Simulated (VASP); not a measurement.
Here is a VASP 6.6.1 calculation.

Contents of INCAR:

```
SYSTEM = LiAlO
PREC = Accurate
ENCUT = 520
EDIFF = 1E-6
ISMEAR = 0
SIGMA = 0.1
LREAL = .False.
LASPH = .True.
NELM = 60
ALGO = Normal
ISIF = 2
LWAVE = .False.
LCHARG = .False.
GGA = PE
NBANDS = 21
```

The input KPOINTS:

```
Automatic mesh
0
Gamma
  6 6 4
  0 0 0
```

File POSCAR:

```
LiAlO
1.0
    3.4081903100      0.0000000000      0.0000000000
    0.0000000000      3.4081903100      0.0000000000
    0.0000000000      0.0000000000      6.5167049300
Li Al O
2 2 2
Direct
    0.5000000000      0.0000000000      0.6499999800
    0.0000000000      0.5000000000      0.3500000200
    0.0000000000      0.0000000000      0.0000000000
    0.5000000000      0.5000000000      0.0000000000
    0.5000000000      0.0000000000      0.2220000000
    0.0000000000      0.5000000000      0.7780000000
```

Potentials or basis: VASP PAW PBE potentials, release 64 (Li_sv, Al, O).

Run with:

```console
$ cat potpaw_PBE.64/Li_sv/POTCAR potpaw_PBE.64/Al/POTCAR potpaw_PBE.64/O/POTCAR > POTCAR
$ mpirun -np 1 vasp_std > vasp.out
```

(1) Estimate the largest force.

(2) Estimate the band gap on the k mesh.

Answers

(1) 1.550 eV/Å.

(2) zero (band 12 reaches 5.63 eV, above the bottom of band 13 at 5.60 eV).

Caveat: forces of over 1 eV/Å act on the atoms, so gaps and moduli don't describe the material at rest.
